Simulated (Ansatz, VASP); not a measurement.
**Ru: VASP beside Ansatz**

```
Ru
1.0
     2.69028    0.00000    0.00000
    -1.34514    2.32985    0.00000
     0.00000    0.00000    4.25113
Ru
2
Direct
  0.33333 0.66667 0.25000
  0.66667 0.33333 0.75000
```

Alike in both runs: task single point; functional PBEsol; k mesh 18 × 18 × 10; occupations fermi-dirac, width 0.08 eV; no spin polarisation.

|  | VASP | Ansatz |
| --- | --- | --- |
| version | VASP 6.6.1 | Ansatz 0.2.0 |
| potentials or method | VASP PAW PBE potentials, release 64 (Ru_pv), cutoff 520 eV | all-electron LAPW, scalar-relativistic |

VASP gave:

* pressure (GPa): -0.1

Task: Estimate Ansatz's values.

Result: Pressure (GPa): 0.0.

VASP's potentials were made for PBE, not for PBEsol. Ansatz ran all-electron here, and VASP with PAW potentials.
